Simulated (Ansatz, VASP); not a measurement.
## Two plane-wave programs on Mg

The input INCAR:

```
ALGO = Normal
EDIFF = 1E-8
ENCUT = 520
GGA = PE
ISIF = 2
ISMEAR = -1
LASPH = True
LCHARG = False
LEFG = True
LREAL = False
LWAVE = False
NBANDS = 7
NELM = 100
PREC = Accurate
SIGMA = 0.05
```

KPOINTS

```
k-points
0
Gamma
  16 16 16
```

The input POSCAR:

```
Mg
1.0
   -1.5207950000      1.5207950000      1.4765000000
    1.5207950000     -1.5207950000      1.4765000000
    1.5207950000      1.5207950000     -1.4765000000
Mg
1
Direct
    0.0000000000      0.0000000000      0.0000000000
```

Input for Ansatz:

```yaml
crystal:
  lattice:
    - [-1.520795, 1.520795, 1.4765]
    - [1.520795, -1.520795, 1.4765]
    - [1.520795, 1.520795, -1.4765]
  atoms:
    - { symbol: Mg, position: [0.0, 0.0, 0.0] }
kpoints:
  mp_grid: { grid: [16, 16, 16] }
scf:
  occupations: { method: fermi_dirac, width: 0.05 }
hamiltonian:
  xc: pbe
  pseudopotentials: { kind: paw }
output:
  forces: true
  stress: true
  eigenvalues: true
  efg: { contact_densities: true }
```

Change from the starting cell: equal xx and yy strain of +3 %, PAW files.

Alike in both runs: task electric field gradients; functional PBE; k mesh 16 × 16 × 16; occupations fermi-dirac, width 0.05 eV; no spin polarisation.

|  | VASP | Ansatz |
| --- | --- | --- |
| version | VASP 6.6.1 | Ansatz 0.2.0 |
| potentials or method | VASP PAW PBE potentials, release 64 (Mg) | PAW with Ansatz's default frozen-core files, scalar-relativistic |
| plane-wave cutoff (eV) | 520 | 420 |
| valence electrons in the cell | 2 | 10 |

|  | VASP | Ansatz | Ansatz less VASP |
| --- | --- | --- | --- |
| pressure (GPa) | 50.7 | 50.2 | -0.56 |
| traceless stress, the component that is largest in VASP (GPa) | 1.35 | 1.33 | -0.022 |
| size of Vzz on the site where it differs most (V/Å²) | 1.7 | 1.8 | +0.06 |

Both programs put the cell under a high pressure, so it lies far from rest at this level. With one functional, cell and mesh, what is left measures potentials, basis and numerics. VASP's potentials hold 2 valence electrons a cell and Ansatz's 10, so a difference there can come from the potentials and not from the codes.
